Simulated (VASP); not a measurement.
**Si: single point with PBE**

Si:

```
Si
1.0
    -2.37137    2.37137    1.32927
     2.37137   -2.37137    1.32927
     2.37137    2.37137   -1.32927
Si
2
Direct
  0.16054 0.66054 0.32109
  0.50000 0.50000 0.00000
```

This cell differs from its parent crystal: atom 1 (Si) moved by (-0.600, +0.000) A along [1 1 0] and z.

```yaml
Program: VASP 6.6.1
Task: single point
Functional: PBE
Potentials_or_basis: VASP PAW PBE potentials, release 64 (Si)
Cutoff: 520 eV
k_mesh: 20 × 20 × 20
Occupations: gaussian, width 0.15 eV
Spin: no spin polarisation
```

```
Pressure               : 24.3 GPa
Largest force          : 4.526 eV/Å
Band gap on the k mesh : zero (bands 4 and 5 overlap by 5.98 eV)
```

Forces in eV/Å, atoms in the order of the input:
```
Si   3.200  3.200  0.000
Si  -3.200 -3.200  0.000
```

Stress tensor (GPa, compression positive):
```
 30.77 -10.90 -10.23
-10.90  30.77  10.23
-10.23  10.23  11.30
```

Levels at points of the mesh, in eV from the Fermi level:
```
           k point  band 1  band 2  band 3  band 4  band 5  band 6  band 7  band 8  band 9
(0.00, 0.00, 0.00)  -14.39   -3.50   -1.88   -1.56    0.32    7.78    8.03    9.00    9.23
(0.50, 0.00, 0.00)   -8.18   -7.98   -2.12   -1.89   -1.81    0.99    4.62    6.07   10.18
(0.00, 0.50, 0.50)   -8.72   -7.15   -3.52   -1.35   -0.59    0.07    5.09    5.37   10.05
(0.50, 0.50, 0.00)  -11.25  -11.25    0.40    0.40    3.17    3.17    6.38    6.38   10.42
(0.00, 0.00, 0.50)  -12.71   -8.92   -2.44    1.49    2.87    3.44    7.41    7.80    8.52
(0.50, 0.50, 0.50)   -9.67   -9.67   -5.69   -5.69    4.88    4.88   12.84   12.84   13.67
```

Run time: 18 min on 1 thread of Intel Xeon 8259CL (shared host), peak memory 0.61 GiB.

Caveat: the cell differs from its parent crystal (atom 1 (Si) moved by (-0.600, +0.000) A along [1 1 0] and z); the stress differs along the axes, from 11 to 31 GPa; forces of over 1 eV/Å act on the atoms, so gaps and moduli don't describe the material at rest.
